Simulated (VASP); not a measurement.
Crystal: BN.

```
CELL_PARAMETERS angstrom
2.48826 0.10925 0.08299
-1.14951 2.18119 -0.05334
0.23259 -0.03836 6.84742
ATOMIC_POSITIONS crystal
B 0.33617 0.66718 0.25103
B 0.66247 0.32702 0.75041
N 0.32982 0.67368 0.75114
N 0.67154 0.33212 0.24743
```

This cell differs from its parent crystal: cell sheared at random, sigma 0.03, atoms nudged by 0.01 Å.

- Program: VASP 6.6.1
- Task: relaxation of cell and atoms
- Functional: PBEsol
- Potentials or basis: VASP PAW PBE potentials, release 64 (B, N)
- Cutoff: 600 eV
- k mesh: 12 × 12 × 4
- Occupations: gaussian, width 0.05 eV
- Spin: no spin polarisation

At the start: pressure -6.3 GPa; volume 9.49 Å³/atom.

Where does the relaxation end?

Over 31 steps the energy falls by 92.9 meV/atom and the volume is 9.46 Å³/atom (-0.3 %); space group C2/m (No. 12, to 0.05 Å).

Step by step:
```tsv
step	energy change (eV)	largest force (eV/Å)	pressure (GPa)	volume (Å³)
1	0.0000	1.0165	-6.25	37.98
2	0.5201	5.2316	23.71	35.69
3	-0.3052	1.4945	0.09	37.15
4	-0.3058	1.5732	0.43	37.12
5	-0.2214	2.7232	3.85	36.82
6	-0.3677	0.2186	1.52	37.01
7	-0.3678	0.2101	1.50	37.01
8	-0.3649	0.4720	-1.67	37.36
9	-0.3697	0.0594	0.26	37.14
10	-0.3697	0.0683	-0.32	37.22
11	-0.3698	0.0218	-0.05	37.18
12	-0.3699	0.0202	0.03	37.19
13	-0.3699	0.0372	0.08	37.19
14	-0.3700	0.0302	0.10	37.20
15	-0.3700	0.0377	0.14	37.22
16	-0.3700	0.0880	0.23	37.26
17	-0.3700	0.0481	0.18	37.23
18	-0.3701	0.0482	0.17	37.24
19	-0.3702	0.0491	0.11	37.27
20	-0.3704	0.0531	0.02	37.33
21	-0.3707	0.0676	-0.16	37.44
22	-0.3708	0.1089	-0.52	37.67
23	-0.3708	0.0952	-0.39	37.60
24	-0.3709	0.0823	-0.39	37.62
25	-0.3711	0.0455	-0.35	37.68
26	-0.3713	0.0479	-0.25	37.78
27	-0.3713	0.0591	-0.22	37.80
28	-0.3714	0.0416	-0.13	37.81
29	-0.3715	0.0184	0.05	37.84
30	-0.3715	0.0191	0.08	37.84
31	-0.3715	0.0079	0.03	37.85
```

Final structure:
```xyz
4
Lattice="2.5048 0.0001 0.0172 -1.2525 2.1693 -0.0128 0.0526 -0.0220 6.9658" Properties=species:S:1:pos:R:3 pbc="T T T"
B     0.0231    1.4367    1.7374
B     1.2817    0.7106    5.2327
N     0.0292    1.4338    5.2231
N     1.2756    0.7136    1.7470
```

Caveat: the cell differs from its parent crystal (cell sheared at random, sigma 0.03, atoms nudged by 0.01 Å); the PAW data sets were made with another functional, which shifts forces and pressure a little.
